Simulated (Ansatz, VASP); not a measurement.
# CoSi: VASP beside Ansatz

```
Co Si
1.0
     4.38122    0.00000    0.00000
     0.00000    4.38122    0.00000
     0.00000    0.00000    4.38122
Co Si
4 4
Direct
  0.14610 0.14610 0.14610
  0.35390 0.85390 0.64610
  0.64610 0.35390 0.85390
  0.85390 0.64610 0.35390
  0.84363 0.84363 0.84363
  0.65637 0.15637 0.34363
  0.34363 0.65637 0.15637
  0.15637 0.34363 0.65637
```

Alike in both runs: functional PBE; dispersion D3(BJ); k mesh 8 × 8 × 8; occupations gaussian, width 0.1 eV; no spin polarisation.

Ansatz relaxed the structure, and its values are those at the end. VASP's run is a single point on that final structure, the one shown.

```csv
,VASP,Ansatz
version,VASP 6.6.1,Ansatz 0.2.0
potentials or method,"VASP PAW PBE potentials, release 64 (Co, Si), cutoff 520 eV","scalar-relativistic, plane waves, PAW"
valence electrons in the cell,52,84
```

```csv
,VASP,Ansatz,Ansatz less VASP
gap on the k mesh at the Fermi level (eV),none,none,-
pressure (GPa),-0.1,0.0,+0.09
```

A gap of «none» marks a metal or a gap that the smearing closes. VASP's potentials hold 52 valence electrons a cell and Ansatz's 84, so a difference there can come from the potentials and not from the codes.
